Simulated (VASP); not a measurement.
A run of VASP 6.6.1 is set up as follows.

Contents of INCAR:

```
SYSTEM = BaS
ALGO = Normal ; EDIFF = 1E-6
ENCUT = 520 ; GGA = PS
ISIF = 2 ; ISMEAR = 0
LASPH = .TRUE. ; LCHARG = .FALSE.
LREAL = .FALSE. ; LWAVE = .FALSE.
NBANDS = 15 ; NELM = 60
PREC = Accurate ; SIGMA = 0.01
```

File KPOINTS:

```
k-points
0
G
  6 6 6
  0 0 0
```

Contents of POSCAR:

```
BaS
1.0
    3.2296224639      3.2296224639      0.0000000000
   -3.2296224639      3.2296224639      0.0000000000
    0.0000000000      3.2296224639      3.1283009748
Ba S
1 1
Direct
    0.0000000000      0.0000000000      0.0000000000
    0.5000000000      0.5000000000      0.0000000000
```

Potentials or basis: VASP PAW PBE potentials, release 64 (Ba_sv, S).

Launch:

```bash
$ cat potpaw_PBE.64/Ba_sv/POTCAR potpaw_PBE.64/S/POTCAR > POTCAR
$ mpirun -np 1 vasp_std > vasp.out
```

**Question.** Estimate the band gap on the k mesh.

**Answer.** 1.89 eV, indirect (least direct gap 2.05 eV).

**Question.** Predict the pressure.

**Answer.** -0.5 GPa.

Stress tensor (GPa, compression positive):
```
-1.41  0.00  0.00
 0.00 -1.41  0.00
 0.00  0.00  1.39
```

Caveat: the cell differs from its parent crystal (in-plane strain +0.02); the PAW data sets were made with another functional, which shifts forces and pressure a little; spin-orbit coupling is left out, which moves the levels of the heavy elements. A k mesh can miss the band edges.
